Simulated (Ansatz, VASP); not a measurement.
# Two plane-wave programs on Mg4Se

Contents of INCAR:

```
SYSTEM = Mg4Se
PREC = Accurate
ENCUT = 600
EDIFF = 1E-6
ISMEAR = 0
SIGMA = 0.1
LREAL = .False.
LASPH = .True.
NELM = 120
ALGO = Normal
ISIF = 2
LWAVE = .False.
LCHARG = .False.
GGA = PE
NBANDS = 15
GGA_COMPAT = .False.
```

Contents of KPOINTS:

```
Automatic mesh
0
Gamma
  6 6 2
  0 0 0
```

The input POSCAR:

```
Mg4Se
1.0
    3.6685786280      0.0000000000      0.0000000000
   -1.8342893140      3.1770822876      0.0000000000
    0.0000000000      0.0000000000     10.4695898071
Mg Se
4 1
Direct
    0.3333333333      0.6666666667      0.8422208871
    0.6666666667      0.3333333333      0.1577791129
    0.3333333333      0.6666666667      0.3883227984
    0.6666666667      0.3333333333      0.6116772016
    0.0000000000      0.0000000000      0.0000000000
```

Input for Ansatz:

```yaml
crystal:
  lattice:
    - [3.668578628, 0.0, 0.0]
    - [-1.834289314, 3.1770822876, 0.0]
    - [0.0, 0.0, 10.4695898071]
  atoms:
    - { symbol: Mg, position: [0.3333333333, 0.6666666667, 0.8422208871] }
    - { symbol: Mg, position: [0.6666666667, 0.3333333333, 0.1577791129] }
    - { symbol: Mg, position: [0.3333333333, 0.6666666667, 0.3883227984] }
    - { symbol: Mg, position: [0.6666666667, 0.3333333333, 0.6116772016] }
    - { symbol: Se, position: [0.0, 0.0, 0.0] }
basis:
  ecutwfc: 420
kpoints:
  mp_grid: { grid: [6, 6, 2] }
hamiltonian:
  xc: pbe
scf:
  occupations: { method: gaussian, width: 0.1 }
  lower_state_search: "off"
output:
  forces: true
  stress: true
  eigenvalues: true
```

Change from the starting cell: the structure that the rattled cell fell into.

Alike in both runs: task single point; functional PBE; k mesh 6 × 6 × 2; occupations gaussian, width 0.1 eV; no spin polarisation.

```csv
,VASP,Ansatz
version,VASP 6.6.1,Ansatz 0.2.0
potentials or method,"VASP PAW PBE potentials, release 64 (Mg, Se), cutoff 600 eV","scalar-relativistic, plane waves, PAW"
valence electrons in the cell,14,56
```

Ansatz gave:

| Quantity | Value |
| --- | --- |
| gap on the k mesh at the Fermi level (eV) | none |
| pressure (GPa) | -0.1 |
| traceless stress, the component that is largest in VASP (GPa) | -0.26 |
| rms of the force components (eV/Å) | 0.006 |

What did VASP give for the same quantities?

gap on the k mesh at the Fermi level (eV): none; pressure (GPa): -0.2; traceless stress, the component that is largest in VASP (GPa): -0.28; rms of the force components (eV/Å): 0.006.

Atom by atom the forces differ by 0.000 eV/Å (rms over components). A gap of «none» marks a metal or a gap that the smearing closes. VASP's potentials hold 14 valence electrons a cell and Ansatz's 56, so a difference there can come from the potentials and not from the codes.
